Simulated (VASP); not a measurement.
Wanted: the native input for a VASP 6.6.1 run.

```
Task                   : single point
Functional             : LDA
Potentials or basis    : VASP PAW LDA potentials, release 64 (C_h)
Cutoff                 : 1300 eV
k mesh                 : 12 × 12 × 12
Occupations            : gaussian, width 0.01 eV
Spin                   : no spin polarisation
Dipole correction      : no
Further INCAR settings : ALGO = Normal; EDIFF = 1e-06; NBANDS = 11
```

The structure of C lies in POSCAR:

```
C
1.0
    0.0000000000      1.7801241426      1.7801241426
    1.7801241426      0.0000000000      1.7801241426
    1.7801241426      1.7801241426      0.0000000000
C
2
Direct
    0.0000000000      0.0000000000      0.0000000000
    0.2500000000      0.2500000000      0.2500000000
```

The input as run:

INCAR

```
PREC     = Accurate       # precision mode
ENCUT    = 1300           # plane-wave cutoff, eV
EDIFF    = 1E-6           # SCF threshold, eV
ISMEAR   = 0              # smearing method
SIGMA    = 0.01           # smearing width, eV
LREAL    = False          # projectors in reciprocal space
LASPH    = True           # aspherical terms in the spheres
NELM     = 120            # most SCF steps
ALGO     = Normal         # electronic algorithm
ISIF     = 2              # what is computed and relaxed
LWAVE    = False          # write WAVECAR
LCHARG   = False          # write CHGCAR
NBANDS   = 11             # bands
GGA_COMPAT= False
```

KPOINTS

```
regular mesh
0
Gamma
  12 12 12
```

Potentials or basis: VASP PAW LDA potentials, release 64 (C_h).

The run is started by

```bash
$ cat potpaw_LDA.64/C_h/POTCAR > POTCAR
$ mpirun -np 1 vasp_std > vasp.out
```

Results of the run:

| Quantity | Value |
| --- | --- |
| Pressure | -9.9 GPa |
| Band gap on the k mesh | 4.14 eV (least direct gap 5.56 eV) |

Caveat: the cell stands under tension.

It took 24 s on 1 thread of Intel(R) Xeon(R) Platinum 8488C (Sapphire Rapids), with other jobs on the host, peak memory 0.15 GiB.
